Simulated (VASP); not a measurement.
# Al (P1) in VASP: single point with PBE

Aim: the single point of Al with PBE.

All numbers are computed with VASP 6.6.1; they aren't measurements. Logs are shortened: lines on timing, memory, paths and dates and some standing lists are left out, and cuts for length are marked.

## (1) The cell of the first run

The typed cell holds 8 atoms: a = 5.714 Å, b = 5.714 Å, c = 5.714 Å, α = 60.00°, β = 60.00°, γ = 60.00°.

## (2) Single point, PBE (atom 2 moved 1.20 Å)

File INCAR:

```
PREC = Accurate
ENCUT = 520
EDIFF = 1E-6
ISMEAR = 0
SIGMA = 0.15
LREAL = F
LASPH = T
NELM = 60
ALGO = Fast
ISIF = 2
LWAVE = F
LCHARG = T
GGA = PE
LELF = T
LVHAR = T
NBANDS = 22
```

File KPOINTS:

```
Automatic mesh
0
Gamma
  8 8 8
```

File POSCAR:

```
Al
1.0
    0.0000000000      4.0406222370     -4.0406222370
    4.0406222370      4.0406222370      0.0000000000
    4.0406222370      0.0000000000     -4.0406222370
Al
8
Direct
    0.5103198406     -0.0262131249      0.4928107329
    0.4277611161      0.6834918746      0.5503248699
    0.0103198406     -0.0262131249      0.4928107329
    0.0103198406      0.4737868751      0.4928107329
    0.5103198406     -0.0262131249     -0.0071892671
    0.5103198406      0.4737868751     -0.0071892671
    0.0103198406     -0.0262131249     -0.0071892671
    0.0103198406      0.4737868751     -0.0071892671
```

Potentials or basis: VASP PAW PBE potentials, release 64 (Al).

Launch:

```console
$ cat potpaw_PBE.64/Al/POTCAR > POTCAR
$ mpirun -np 1 vasp_std > vasp.out
```

OUTCAR:

```text
PREC = Accurate
   ENCUT = 520
   EDIFF = 1E-6
   ISMEAR = 0
   LREAL = F
   LASPH = T
   NELM = 60
   ISIF = 2
   GGA = PE

 ion  position               nearest neighbor table
   1  0.510  0.974  0.493-   2 1.78   3 2.86   5 2.86   5 2.86   6 2.86   7 2.86   4 2.86   6 2.86
                             3 2.86   4 2.86   7 2.86
   2  0.428  0.683  0.550-   1 1.78   3 2.20   6 2.38   5 2.67   8 2.70   4 2.82   7 3.01   4 3.36

   3  0.010  0.974  0.493-   2 2.20   1 2.86   4 2.86   7 2.86   5 2.86   7 2.86   8 2.86   4 2.86
                             8 2.86   1 2.86   5 2.86
   4  0.010  0.474  0.493-   2 2.82   8 2.86   6 2.86   7 2.86   8 2.86   1 2.86   3 2.86   7 2.86
                             1 2.86   3 2.86   6 2.86   2 3.36
   5  0.510  0.974  0.993-   2 2.67   1 2.86   6 2.86   7 2.86   1 2.86   3 2.86   6 2.86   8 2.86
                             3 2.86   7 2.86   8 2.86
   6  0.510  0.474  0.993-   2 2.38   5 2.86   8 2.86   1 2.86   4 2.86   1 2.86   5 2.86   7 2.86
                             4 2.86   7 2.86   8 2.86
   7  0.010  0.974  0.993-   3 2.86   5 2.86   8 2.86   1 2.86   3 2.86   4 2.86   4 2.86   6 2.86
                             8 2.86   1 2.86   5 2.86   6 2.86   2 3.01
   8  0.010  0.474  0.993-   2 2.70   4 2.86   6 2.86   7 2.86   3 2.86   4 2.86   3 2.86   5 2.86
                             7 2.86   5 2.86   6 2.86

  LATTYP: Found a face centered cubic cell.
 ALAT       =     8.0812444740

  Lattice vectors:

 A1 = (   0.0000000000,   4.0406222370,  -4.0406222370)
 A2 = (   4.0406222370,   4.0406222370,   0.0000000000)
 A3 = (   4.0406222370,   0.0000000000,  -4.0406222370)

Analysis of symmetry for initial positions (statically):
=====================================================================
 Subroutine PRICEL returns:
 Original cell was already a primitive cell.

 Routine SETGRP: Setting up the symmetry group for a
 face centered cubic supercell.

 Subroutine GETGRP returns: Found  1 space group operations
 (whereof  1 operations were pure point group operations)
 out of a pool of 48 trial point group operations.

The static configuration has the point symmetry C_1 .

Analysis of symmetry for dynamics (positions and initial velocities):
=====================================================================
 Subroutine PRICEL returns:
 Original cell was already a primitive cell.

 Routine SETGRP: Setting up the symmetry group for a
 face centered cubic supercell.

 Subroutine GETGRP returns: Found  1 space group operations
 (whereof  1 operations were pure point group operations)
 out of a pool of 48 trial point group operations.

The dynamic configuration has the point symmetry C_1 .

 Subroutine INISYM returns: Found  1 space group operations
 (whereof  1 operations are pure point group operations),
 and found     1 'primitive' translations

----------------------------------------------------------------------------------------

                                     Primitive cell

  volume of cell :     131.9395

  direct lattice vectors                    reciprocal lattice vectors
     0.000000000  4.040622237 -4.040622237    -0.123743317  0.123743317 -0.123743317
     4.040622237  4.040622237  0.000000000     0.123743317  0.123743317  0.123743317
     4.040622237  0.000000000 -4.040622237     0.123743317 -0.123743317 -0.123743317

  length of vectors
     5.714302768  5.714302768  5.714302768     0.214329713  0.214329713  0.214329713

  position of ions in fractional coordinates (direct lattice)
     0.510319841  0.973786875  0.492810733
     0.427761116  0.683491875  0.550324870
     0.010319841  0.973786875  0.492810733
     0.010319841  0.473786875  0.492810733
     0.510319841  0.973786875  0.992810733
     0.510319841  0.473786875  0.992810733
     0.010319841  0.973786875  0.992810733
     0.010319841  0.473786875  0.992810733

  ion indices of the primitive-cell ions
   primitive index   ion index
                 1           1
                 2           2
                 3           3
                 4           4
                 5           5
                 6           6
                 7           7
                 8           8

----------------------------------------------------------------------------------------

 KPOINTS: Automatic mesh

Automatic generation of k-mesh.
 Grid dimensions read from file:
 generate k-points for:    8    8    8

 Generating k-lattice:

  Cartesian coordinates                     Fractional coordinates (reciprocal lattice)
    -0.015467915  0.015467915 -0.015467915     0.125000000  0.000000000  0.000000000
     0.015467915  0.015467915  0.015467915     0.000000000  0.125000000  0.000000000
     0.015467915 -0.015467915 -0.015467915     0.000000000  0.000000000  0.125000000

  Length of vectors
     0.026791214  0.026791214  0.026791214

  Shift w.r.t. Gamma in fractional coordinates (k-lattice)
     0.000000000  0.000000000  0.000000000

 Subroutine IBZKPT returns following result:
 ===========================================

 Found    260 irreducible k-points:

 Following reciprocal coordinates:
            Coordinates               Weight
  0.000000  0.000000  0.000000      1.000000
  0.125000  0.000000  0.000000      2.000000
  0.000000  0.125000  0.000000      2.000000
  0.000000  0.000000  0.125000      2.000000
  0.125000  0.125000  0.125000      2.000000
  0.250000  0.000000  0.000000      2.000000
[... 16 lines left out ...]
  0.125000  0.000000  0.250000      2.000000
  0.125000  0.125000 -0.125000      2.000000
 [... further k-points ...]
   k-points           NKPTS =    260   k-points in BZ     NKDIM =    260   number of bands    NBANDS=     22
   number of dos      NEDOS =    301   number of ions     NIONS =      8
   total plane-waves  NPLWV =  74088
   dimension x,y,z NGX =    42 NGY =   42 NGZ =   42
   dimension x,y,z NGXF=    84 NGYF=   84 NGZF=   84
   ions per type =               8
   NGX,Y,Z   is equivalent  to a cutoff of  12.22, 12.22, 12.22 a.u.
   NGXF,Y,Z  is equivalent  to a cutoff of  24.44, 24.44, 24.44 a.u.
 SYSTEM =  unknown system
   PREC   = accura    normal or accurate (medium, high low for compatibility)
   ISTART =      0    job   : 0-new  1-cont  2-samecut
   ICHARG =      2    charge: 1-file 2-atom 10-const
   ISPIN  =      1    spin polarized calculation?
   LNONCOLLINEAR =      F non collinear calculations
   LSORBIT =      F    spin-orbit coupling
   LASPH  =      T    aspherical Exc in radial PAW
   ENCUT  =  520.0 eV  38.22 Ry    6.18 a.u.  10.62 10.62 10.62*2*pi/ulx,y,z
   NELM   =     60;   NELMIN=  2; NELMDL= -5     # of ELM steps
   EDIFF  = 0.1E-05   stopping-criterion for ELM
   LREAL  =      F    real-space projection
   EDIFFG = 0.1E-04   stopping-criterion for IOM
   NSW    =      0    number of steps for IOM
   IBRION =     -1    ionic relax: 0-MD 1-quasi-New 2-CG
   NFREE  =      0    steps in history (QN), initial steepest desc. (CG)
   ISIF   =      2    stress and relaxation
   ISYM   =      2    0-nonsym 1-usesym 2-fastsym
   POTIM  = 0.5000    time-step for ionic-motion
   TEBEG  =    0.0;   TEEND  =   0.0 temperature during run
   PSTRESS=    0.0 pullay stress
   NELECT =      24.0000    total number of electrons
   NUPDOWN=      -1.0000    fix difference up-down
   EMIN   =  10.00;   EMAX   =-10.00  energy-range for DOS
   EFERMI =   0.00;   METHOD = LEGACY
   ISMEAR =     0;   SIGMA  =   0.15  broadening in eV -4-tet -1-fermi 0-gaus
   EFERMI_NEDOS =   21; number of points for ismear=-14 and -15
   IALGO  =     68    algorithm
   IMIX   =      4    mixing-type and parameters
     AMIX     =   0.40;   BMIX     =  1.00
     AMIX_MAG =   1.60;   BMIX_MAG =  1.00
  volume/ion in A,a.u.               =      16.49       111.30
  Fermi-wavevector in a.u.,A,eV,Ry     =   0.927585  1.752881 11.706639  0.860414
  Thomas-Fermi vector in A             =   2.053670
   LORBIT       =      0    0 simple, 1 ext, 2 COOP (PROOUT), +10 PAW based schemes
   GGA     = PE    functional components
   LHFCALC =     F    Hartree Fock is set to
   AEXX    =    0.0000 exact exchange contribution
   IVDW    =     0    specifies the selected vdW correction
   LEPSILON=     F    determine dielectric tensor
   LRPA    =     F    only Hartree local field effects (RPA)
 non-spin polarized calculation
 RMM-DIIS sequential band-by-band and
 Gauss-broadening in eV      SIGMA  =   0.15
  energy-cutoff  :      520.00
  volume of cell :      131.94
 maximum number of plane-waves:      3584
   NGX = 21   NGY = 21   NGZ = 21

 number of electron      24.0000000 magnetization

 Free energy of the ion-electron system (eV)
  ---------------------------------------------------
  ext. energy  EPLUGINS =         0.00000000
  ---------------------------------------------------
  free energy    TOTEN  =       -23.81817227 eV

  energy without entropy =      -23.77916154  energy(sigma->0) =      -23.79866690

 E-fermi :   7.8802     XC(G=0): -10.1212

 val. band max:        7.8776003215   @ k =   0.5000   0.5000   0.3750
 cond. band min:       7.8813050164   @ k =   0.0000   0.2500   0.3750
 fundamental gap:      0.0037046948
 Fermi energy:         7.8801883259

 k-point     1 :       0.0000    0.0000    0.0000
  band No.  band energies     occupation
      1      -3.4329      2.00000
      2       2.0158      2.00000
      3       2.4794      2.00000
      4       2.7751      2.00000
      5       3.2819      2.00000
      6       3.4868      2.00000
[... 14 lines left out ...]
     21      13.4007      0.00000
     22      13.9845      0.00000

 k-point     2 :       0.1250    0.0000    0.0000
  band No.  band energies     occupation
      1      -3.3320      2.00000
      2       1.2903      2.00000
      3       2.4056      2.00000
      4       2.5670      2.00000
      5       3.0629      2.00000
      6       3.5673      2.00000
[... 14 lines left out ...]
     21      13.7934      0.00000
     22      14.3527      0.00000

 k-point     3 :       0.0000    0.1250    0.0000
  band No.  band energies     occupation
      1      -3.3366      2.00000
      2       1.3958      2.00000
      3       2.4153      2.00000
      4       2.5754      2.00000
      5       2.9110      2.00000
      6       3.6524      2.00000
[... 14 lines left out ...]
     21      13.6803      0.00000
     22      14.1696      0.00000

 k-point     4 :       0.0000    0.0000    0.1250
  band No.  band energies     occupation
      1      -3.3315      2.00000
      2       1.2771      2.00000
      3       2.4153      2.00000
      4       2.5713      2.00000
      5       3.0594      2.00000
      6       3.5578      2.00000
[... 14 lines left out ...]
     21      13.8906      0.00000
     22      14.3869      0.00000

 k-point     5 :       0.1250    0.1250    0.1250
  band No.  band energies     occupation
      1      -3.3355      2.00000
      2       1.3708      2.00000
      3       2.4176      2.00000
      4       2.5628      2.00000
      5       2.9411      2.00000
      6       3.6630      2.00000
[... 417 lines left out ...]
 k-point    22 :       0.0000    0.2500    0.1250
  band No.  band energies     occupation
      1      -3.0868      2.00000
      2       0.8167      2.00000
      3       1.6440      2.00000
      4       1.9485      2.00000
      5       2.6771      2.00000
      6       3.5315      2.00000
[... 14 lines left out ...]
     21      13.5566      0.00000
     22      14.3634      0.00000

 k-point    23 :       0.1250    0.0000    0.2500
  band No.  band energies     occupation
      1      -3.0652      2.00000
      2       0.5230      2.00000
      3       1.6629      2.00000
      4       2.2193      2.00000
      5       2.8831      2.00000
      6       3.4829      2.00000
[... 14 lines left out ...]
     21      13.8887      0.00000
     22      14.4135      0.00000

 k-point    24 :       0.1250    0.1250   -0.1250
  band No.  band energies     occupation
      1      -3.0643      2.00000
      2       0.5287      2.00000
      3       1.6328      2.00000
      4       2.1921      2.00000
      5       2.8896      2.00000
      6       3.4713      2.00000
[... 14 lines left out ...]
     21      13.7612      0.00000
     22      14.3643      0.00000

 [... further k-points ...]

------------------------ aborting loop because EDIFF is reached ----------------------------------------

  FORCE on cell =-STRESS in cart. coord.  units (eV):
  Direction    XX          YY          ZZ          XY          YZ          ZX
  --------------------------------------------------------------------------------------
  -------------------------------------------------------------------------------------
  Total        9.8562647     20.6250776      8.8278133     11.2149531     -1.8783930      0.6238887
  in kB      119.6873344    250.4559934    107.1985661    136.1862617    -22.8098437      7.5760525
  external PRESSURE =     159.1139646 kB  Pullay stress =       0.0000000 kB

 VOLUME and BASIS-vectors are now :
 -----------------------------------------------------------------------------
  energy-cutoff  :      520.00
  volume of cell :      131.94
      direct lattice vectors                 reciprocal lattice vectors
     0.000000000  4.040622237 -4.040622237    -0.123743317  0.123743317 -0.123743317
     4.040622237  4.040622237  0.000000000     0.123743317  0.123743317  0.123743317
     4.040622237  0.000000000 -4.040622237     0.123743317 -0.123743317 -0.123743317

 POSITION                                       TOTAL-FORCE (eV/Angst)
 -----------------------------------------------------------------------------------
      5.92597      5.99671     -4.05327         8.567459     13.672387     -0.900901
      4.98539      4.49015     -3.95208       -11.137102    -12.710064     -1.079680
      5.92597      3.97640     -2.03296         1.810457     -0.877384      3.494192
      3.90566      1.95609     -2.03296        -0.080424      0.231714     -0.018401
      7.94628      5.99671     -6.07358        -0.180045      0.360129      0.247564
      5.92597      3.97640     -6.07358         0.872975     -0.375232     -1.746397
      7.94628      3.97640     -4.05327         0.018687      0.085198      0.013006
      5.92597      1.95609     -4.05327         0.127992     -0.386747     -0.009382
 -----------------------------------------------------------------------------------
    total drift:                               -0.000016     -0.000014      0.000014

  FREE ENERGIE OF THE ION-ELECTRON SYSTEM (eV)
  ---------------------------------------------------
  free  energy   TOTEN  =       -23.8181722654 eV

  energy  without entropy=      -23.7791615411  energy(sigma->0) =      -23.79866690
```

Wall time 11 min (1 thread of Oxide Virtual Turin-like, shared host); peak memory 0.58 GiB.

What came out:

```yaml
Free_energy: -23.8182 eV
Pressure: 15.9 GPa
Largest_force: 16.934 eV/Å
Band_gap_on_the_k_mesh: zero (bands 12 and 13 overlap by 2.51 eV)
```

Forces on the atoms (eV/Å):
```
Al    8.567  13.672  -0.901
Al  -11.137 -12.710  -1.080
Al    1.810  -0.877   3.494
Al   -0.080   0.232  -0.018
Al   -0.180   0.360   0.248
Al    0.873  -0.375  -1.746
Al    0.019   0.085   0.013
Al    0.128  -0.387  -0.009
```

Stress tensor (GPa, compression positive):
```
11.97 13.62  0.76
13.62 25.05 -2.28
 0.76 -2.28 10.72
```

Levels at points of the mesh, in eV from the Fermi level:
```csv
k point,band 10,band 11,band 12,band 13,band 14,band 15
"(0.00, 0.00, 0.00)",-2.61,-2.56,-2.52,-1.65,-1.62,-0.69
"(0.50, 0.00, 0.00)",-0.99,-0.92,-0.67,-0.51,-0.27,2.52
"(0.00, 0.50, 0.00)",-0.88,-0.80,-0.62,-0.51,-0.20,2.57
"(0.00, 0.00, 0.50)",-1.00,-0.94,-0.67,-0.52,-0.30,2.61
"(0.50, 0.50, 0.50)",-0.91,-0.81,-0.65,-0.54,-0.16,2.48
"(0.50, 0.50, 0.00)",-0.60,-0.35,0.01,0.19,0.95,1.25
"(0.00, 0.50, 0.50)",-0.33,-0.11,0.09,0.91,1.12,1.19
"(0.50, 0.00, 0.50)",-0.50,-0.42,-0.17,0.26,0.75,0.91
```

Caveat: the cell differs from its parent crystal (atom 2 moved 1.20 Å); the stress differs along the axes, from 11 to 25 GPa; forces of over 1 eV/Å act on the atoms, so gaps and moduli don't describe the material at rest.
